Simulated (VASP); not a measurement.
Wanted: the native input for a VASP 6.6.1 run.

| Quantity | Value |
| --- | --- |
| Task | single point |
| Functional | LDA |
| Potentials or basis | VASP PAW LDA potentials, release 64 (Sn_d, Se) |
| Cutoff | 520 eV |
| k mesh | 8 × 8 × 8 |
| Occupations | gaussian, width 0.05 eV |
| Spin | no spin polarisation |
| Dipole correction | no |
| Further INCAR settings | ALGO = Normal; EDIFF = 1e-06; NBANDS = 17 |

The structure of SnSe lies in POSCAR:

```
SnSe
1.0
    0.0075250000      3.0100000000      3.0100000000
    3.0175250000      0.0000000000      3.0175250000
    3.0100000000      3.0100000000      0.0075250000
Sn Se
1 1
Direct
    0.0000000000      0.0000000000      0.0000000000
    0.5000000000      0.5000000000      0.5000000000
```

This cell differs from its parent crystal: strain +0.0050 x Voigt [0, 0, 0, 0, 1, 0].

These files were run (other wordings do the same):

INCAR

```
ALGO = Normal
EDIFF = 1E-6
ENCUT = 520
ISIF = 2
ISMEAR = 0
LASPH = True
LCHARG = False
LREAL = False
LWAVE = False
NBANDS = 17
NELM = 60
PREC = Accurate
SIGMA = 0.05
```

KPOINTS

```
k-points
0
Gamma
  8 8 8
```

Potentials or basis: VASP PAW LDA potentials, release 64 (Sn_d, Se).

Command:

```bash
$ cat potpaw_LDA.64/Sn_d/POTCAR potpaw_LDA.64/Se/POTCAR > POTCAR
$ mpirun -np 1 vasp_std > vasp.out
```

Results of the run:

```json
{"Pressure": "-3.3 GPa", "Band gap on the k mesh": "0.61 eV (least direct gap 0.63 eV)"}
```

Caveat: the cell differs from its parent crystal (strain +0.0050 x Voigt [0, 0, 0, 0, 1, 0]); the cell stands under tension; semilocal functionals underestimate gaps, and a narrow one can read as zero; spin-orbit coupling is left out, which moves the levels of the heavy elements.

It took 80 s on 1 thread of Intel Xeon 8259CL, on a shared host, peak memory 0.22 GiB.
